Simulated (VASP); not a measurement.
Re: single point with r2SCAN

Crystal: Re.

```
Re
1.0
     2.83154    0.00000    0.00000
    -1.41577    2.45219    0.00000
     0.00000    0.00000    4.57305
Re
2
Direct
  0.33333 0.66667 0.25000
  0.66667 0.33333 0.75000
```

```yaml
Program: VASP 6.6.1
Task: single point
Functional: r2SCAN
Potentials_or_basis: VASP PAW PBE potentials, release 64 (Re)
Cutoff: 520 eV
k_mesh: 21 × 21 × 12
Occupations: fermi-dirac, width 0.1 eV
Spin: no spin polarisation
Dipole_correction: no
Further_INCAR_settings: ALGO = Normal; EDIFF = 1e-06; NBANDS = 14
```

```json
{
 "Pressure": "-25.5 GPa",
 "Band gap on the k mesh": "zero (bands 7 and 8 overlap by 2.87 eV)"
}
```

Stress tensor (GPa, compression positive):
```
-25.50   0.00   0.00
  0.00 -25.50   0.00
  0.00   0.00 -25.59
```

Levels at points of the mesh, in eV from the Fermi level:
```csv
k point,band 5,band 6,band 7,band 8,band 9,band 10
"(0.00, 0.00, 0.00)",-1.43,-0.67,-0.67,0.21,0.21,0.41
"(0.00, 0.00, 0.50)",-1.56,-1.56,-1.56,-1.56,2.38,2.38
```

Wall time 6.1 min on 1 thread of AMD EPYC 9R45 96-Core Processor (Zen 5) (shared host), peak memory 0.24 GiB.

Caveat: the cell stands under tension; the PAW data sets were made with another functional, which shifts forces and pressure a little; spin-orbit coupling is left out, which moves the levels of the heavy elements.
